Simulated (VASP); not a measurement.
Runs of VASP 6.6.1 on Ta. The structure is that of space group P6_3/mmc (No. 194), or close to it. The cells are those of the table. 

| cell | gap on the mesh (eV) | pressure (GPa) |
| --- | --- | --- |
| a = 2.900, b = 2.900, c = 5.270 Å, angles 90.0, 90.0, 120.0°, 2 atoms | none | (a) |
| a = 2.900, b = 2.900, c = 5.373 Å, angles 90.0, 90.0, 120.0°, 2 atoms | none | -9.0 |
| a = 2.900, b = 2.900, c = 5.347 Å, angles 90.0, 90.0, 120.0°, 2 atoms | none | -8.3 |
| a = 2.900, b = 2.900, c = 5.321 Å, angles 90.0, 90.0, 120.0°, 2 atoms | none | -7.6 |

Alike in all rows: task single point; level r2SCAN; potentials or basis VASP PAW PBE potentials, release 64 (Ta_pv); no spin polarisation; k mesh 18 × 18 × 10; cutoff (eV) 520; smearing gaussian 0.15 eV.

**Question.** Fill in the values left out.

**Answer.** (a) -6.1.

Caveats: the PAW data sets were made with another functional, which shifts forces and pressure a little; spin-orbit coupling is left out, which moves the levels of the heavy elements.

A k mesh can miss the band edges, and the runs leave out spin-orbit coupling on Ta.

A gap of «none» marks levels without a gap at the run's occupations.
